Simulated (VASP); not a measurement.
# MgS (I4/mmm) in VASP: a series of runs, part 2 of 2

VASP 6.6.1.

### Step 3. Single point, LDA (strain -0.025 along x and y, +0.000 along z)

Input file INCAR:

```
PREC = Accurate
ENCUT = 520
EDIFF = 1E-6
ISMEAR = 0
SIGMA = 0.05
LREAL = F
LASPH = T
NELM = 80
ALGO = Normal
ISIF = 2
LWAVE = F
LCHARG = F
GGA = CA
NBANDS = 11
```

Input file KPOINTS:

```
Automatic mesh
0
Gamma
  8 8 8
```

Input file POSCAR:

```
MgS
1.0
    0.0000000000      2.5366087500      2.6016500000
    2.5366087500      0.0000000000      2.6016500000
    2.5366087500      2.5366087500      0.0000000000
Mg S
1 1
Direct
    0.0000000000      0.0000000000      0.0000000000
    0.5000000000      0.5000000000      0.5000000000
```

Potentials or basis: VASP PAW LDA potentials, release 64 (Mg, S).

Started as:

```console
cat potpaw_LDA.64/Mg/POTCAR potpaw_LDA.64/S/POTCAR > POTCAR
mpirun -np 1 vasp_std > vasp.out
```

OUTCAR:

```text
PREC = Accurate
   ENCUT = 520
   EDIFF = 1E-6
   ISMEAR = 0
   LREAL = F
   LASPH = T
   NELM = 80
   ISIF = 2
   GGA = CA

 ion  position               nearest neighbor table
   1  0.000  0.000  0.000-   2 2.54   2 2.54   2 2.54   2 2.54   2 2.60   2 2.60
   2  0.500  0.500  0.500-   1 2.54   1 2.54   1 2.54   1 2.54   1 2.60   1 2.60

  LATTYP: Found a body centered tetragonal cell.
 ALAT       =     3.5873064967
 C/A-ratio  =     1.4504754486

  Lattice vectors:

 A1 = (  -2.5366087500,   0.0000000000,   2.6016500000)
 A2 = (   2.5366087500,   0.0000000000,   2.6016500000)
 A3 = (   0.0000000000,   2.5366087500,  -2.6016500000)

Analysis of symmetry for initial positions (statically):
=====================================================================
 Subroutine PRICEL returns:
 Original cell was already a primitive cell.

 Routine SETGRP: Setting up the symmetry group for a
 body centered tetragonal supercell.

 Subroutine GETGRP returns: Found 16 space group operations
 (whereof 16 operations were pure point group operations)
 out of a pool of 16 trial point group operations.

[... 165 lines left out ...]
 cond. band min:       6.6699767284   @ k =   0.5000   0.0000   0.5000
 fundamental gap:      2.5516461528
 Fermi energy:         4.3183444672

 k-point     1 :       0.0000    0.0000    0.0000
  band No.  band energies     occupation
      1      -8.8934      2.00000
      2       4.0117      2.00000
      3       4.0117      2.00000
      4       4.1183      2.00000
      5       7.9493      0.00000
      6      11.6714      0.00000
      7      11.9431      0.00000
      8      11.9431      0.00000
      9      14.1805      0.00000
     10      14.5465      0.00000
     11      16.5254      0.00000
[... 309 lines left out ...]
 k-point    24 :       0.3750    0.0000    0.1250
  band No.  band energies     occupation
      1      -7.7727      2.00000
      2       0.0201      2.00000
      3       3.0596      2.00000
      4       3.1590      2.00000
      5       9.2408      0.00000
      6      10.6894      0.00000
      7      11.9821      0.00000
      8      12.3874      0.00000
      9      15.5858      0.00000
     10      16.9834      0.00000
     11      17.1160      0.00000

 [... further k-points ...]
[... 5 lines left out ...]
  --------------------------------------------------------------------------------------
  -------------------------------------------------------------------------------------
  Total        0.2477446      0.2477446     -0.3967608      0.0000000     -0.0000000     -0.0000000
  in kB       11.8557484     11.8557484    -18.9868768      0.0000000     -0.0000000     -0.0000000
  external PRESSURE =       1.5748733 kB  Pullay stress =       0.0000000 kB

 VOLUME and BASIS-vectors are now :
 -----------------------------------------------------------------------------
  energy-cutoff  :      520.00
  volume of cell :       33.48
      direct lattice vectors                 reciprocal lattice vectors
     0.000000000  2.536608750  2.601650000    -0.197113567  0.197113567  0.192185728
     2.536608750  0.000000000  2.601650000     0.197113567 -0.197113567  0.192185728
     2.536608750  2.536608750  0.000000000     0.197113567  0.197113567 -0.192185728

 POSITION                                       TOTAL-FORCE (eV/Angst)
 -----------------------------------------------------------------------------------
      0.00000      0.00000      0.00000         0.000000      0.000000      0.000000
      2.53661      2.53661      2.60165        -0.000000     -0.000000      0.000000
 -----------------------------------------------------------------------------------
    total drift:                                0.000000      0.000000      0.000000

  FREE ENERGIE OF THE ION-ELECTRON SYSTEM (eV)
  ---------------------------------------------------
  free  energy   TOTEN  =        -9.5869049549 eV

  energy  without entropy=       -9.5869049549  energy(sigma->0) =       -9.58690495
```

OSZICAR:

```text
N       E                     dE             d eps       ncg     rms          rms(c)
DAV:   1     0.197096354833E+02    0.19710E+02   -0.35495E+03  1346   0.594E+02
DAV:   2    -0.877999011600E+01   -0.28490E+02   -0.27108E+02  1610   0.100E+02
DAV:   3    -0.100034731927E+02   -0.12235E+01   -0.12218E+01  1624   0.221E+01
DAV:   4    -0.100100028906E+02   -0.65297E-02   -0.65292E-02  1561   0.192E+00
DAV:   5    -0.100100532551E+02   -0.50365E-04   -0.50364E-04  1631   0.160E-01    0.465E+00
DAV:   6    -0.964050791193E+01    0.36955E+00   -0.78424E-01  1493   0.347E+00    0.359E+00
DAV:   7    -0.959188966561E+01    0.48618E-01   -0.19472E-01  1561   0.184E+00    0.221E+00
DAV:   8    -0.958727235739E+01    0.46173E-02   -0.11502E-02  1436   0.587E-01    0.857E-01
DAV:   9    -0.958693289323E+01    0.33946E-03   -0.64394E-04  1532   0.131E-01    0.363E-01
DAV:  10    -0.958691031471E+01    0.22579E-04   -0.60283E-05  1539   0.376E-02    0.136E-01
DAV:  11    -0.958690490460E+01    0.54101E-05   -0.26547E-05  1523   0.221E-02    0.147E-02
DAV:  12    -0.958690495489E+01   -0.50283E-07   -0.34196E-07   889   0.412E-03
   1 F= -.95869050E+01 E0= -.95869050E+01  d E =-.618654E-11
```

stdout:

```text
POSCAR found type information on POSCAR MgS
 POSCAR found :  2 types and       2 ions
 scaLAPACK will be used
 LDA part: xc-table for (Slater(with rela. corr.)+CA(PZ))
 , standard interpolation
 POSCAR, INCAR and KPOINTS ok, starting setup
 FFT: planning ... GRIDC
 FFT: planning ... GRID_SOFT
 FFT: planning ... GRID
 WAVECAR not read
 entering main loop
```

It took 24 s on 1 thread of Intel Xeon 6975P-C, shared host; peak memory 0.15 GiB.

What came out:

| Property | Result |
| --- | --- |
| Free energy | -9.5869 eV |
| Pressure | 0.2 GPa |
| Band gap on the k mesh | 2.55 eV, indirect (least direct gap 3.83 eV) |

Levels at points of the mesh, in eV from the valence-band top:
```csv
k point,band 1,band 2,band 3,band 4,band 5,band 6,band 7,band 8
"(0.00, 0.00, 0.00)",-13.01,-0.11,-0.11,0.00,3.83,7.55,7.82,7.82
"(0.50, 0.00, 0.00)",-11.54,-5.25,-0.77,-0.68,4.37,6.61,6.87,10.32
"(0.50, 0.50, 0.00)",-11.20,-4.62,-1.81,-1.81,2.70,4.08,12.05,12.79
"(0.50, 0.00, 0.50)",-11.09,-4.58,-2.05,-1.82,2.55,3.99,12.31,12.84
```

Caveat: the cell differs from its parent crystal (strain -0.025 along x and y, +0.000 along z).

### Step 4. Single point, LDA (strain +0.000 along x and y, -0.025 along z)

Input file INCAR:

```
SYSTEM = MgS
ALGO = Normal
EDIFF = 1E-6
ENCUT = 520
GGA = CA
ISIF = 2
ISMEAR = 0
LASPH = .True.
LCHARG = .True.
LELF = .True.
LREAL = .False.
LVHAR = .True.
LWAVE = .False.
NBANDS = 11
NELM = 100
PREC = Accurate
SIGMA = 0.05
```

Input file KPOINTS:

```
k-points
0
Gamma
  8 8 8
  0 0 0
```

Input file POSCAR:

```
MgS
1.0
    0.0000000000      2.6016500000      2.5366087500
    2.6016500000      0.0000000000      2.5366087500
    2.6016500000      2.6016500000      0.0000000000
Mg S
1 1
Direct
    0.0000000000      0.0000000000      0.0000000000
    0.5000000000      0.5000000000      0.5000000000
```

Started as:

```console
cat potpaw_LDA.64/Mg/POTCAR potpaw_LDA.64/S/POTCAR > POTCAR
mpirun -np 1 vasp_std > vasp.out
```

It took 25 s on 1 thread of Intel Xeon 6975P-C, shared host; peak memory 0.15 GiB.

It converged, with:

| Property | Result |
| --- | --- |
| Free energy | -9.5821 eV |
| Pressure | -1.9 GPa |
| Band gap on the k mesh | 2.49 eV, indirect (least direct gap 3.65 eV) |

Stress tensor (GPa, compression positive):
```
-2.86  0.00  0.00
 0.00 -2.86  0.00
 0.00  0.00  0.03
```

Levels at points of the mesh, in eV from the valence-band top:
```tsv
k point	band 1	band 2	band 3	band 4	band 5	band 6	band 7	band 8	band 9
(0.00, 0.00, 0.00)	-12.83	-0.12	0.00	0.00	3.65	7.70	7.70	7.96	10.08
(0.50, 0.00, 0.00)	-11.43	-5.08	-0.70	-0.63	4.37	6.60	6.89	10.08	12.05
(0.50, 0.50, 0.00)	-10.96	-4.40	-1.88	-1.88	2.49	4.07	12.18	12.84	13.20
(0.50, 0.00, 0.50)	-11.06	-4.44	-1.87	-1.65	2.63	4.17	11.91	12.75	13.01
```

Caveat: the cell differs from its parent crystal (strain +0.000 along x and y, -0.025 along z). A k mesh can miss the band edges.

### Step 5. Overview

```tsv
cell	gap on the mesh (eV)	pressure (GPa)
a = 3.542, b = 3.542, c = 3.587 Å, angles 59.6, 59.6, 60.9°, 2 atoms	2.63	5.1
a = 3.634, b = 3.634, c = 3.587 Å, angles 60.4, 60.4, 59.2°, 2 atoms	2.55	0.2
a = 3.634, b = 3.634, c = 3.679 Å, angles 59.6, 59.6, 60.8°, 2 atoms	2.49	-1.9
```

Alike in all rows: task single point; level LDA; potentials or basis VASP PAW LDA potentials, release 64 (Mg, S); no spin polarisation; k mesh 8 × 8 × 8; cutoff (eV) 520; smearing gaussian 0.05 eV.

Absolute energies hang on the potentials; compare differences alone.
